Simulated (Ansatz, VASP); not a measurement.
# LiH: VASP beside Ansatz

```xyz
2
Lattice="0.0000 2.0368 2.0368 2.0368 0.0000 2.0368 2.0368 2.0368 0.0000" Properties=species:S:1:pos:R:3 pbc="T T T"
Li    0.0000    0.0000    0.0000
H     2.0368    2.0368    2.0368
```

Alike in both runs: task single point; functional PBEsol; k mesh 11 × 11 × 11; occupations fermi-dirac, width 0.05 eV; no spin polarisation.

```csv
,VASP,Ansatz
version,VASP 6.6.1,Ansatz 0.2.0
potentials or method,"VASP PAW PBE potentials, release 64 (Li_sv, H)",Ansatz PAW
plane-wave cutoff (eV),520,420
valence electrons in the cell,4,4
```

```tsv
	VASP	Ansatz	Ansatz less VASP
gap on the k mesh at the Fermi level (eV)	2.97	2.97	+0.001
least direct gap on the mesh (eV)	2.97	2.97	+0.001
```

VASP's potentials were made for PBE, not for PBEsol.

Noted on VASP's run: the cutoff is under 1.25 times that of the potentials, so the pressure is a little rough. Noted on Ansatz's run: odd divisions of the mesh miss points on the zone boundary, where band edges often lie, so the gap on the mesh can be too wide.
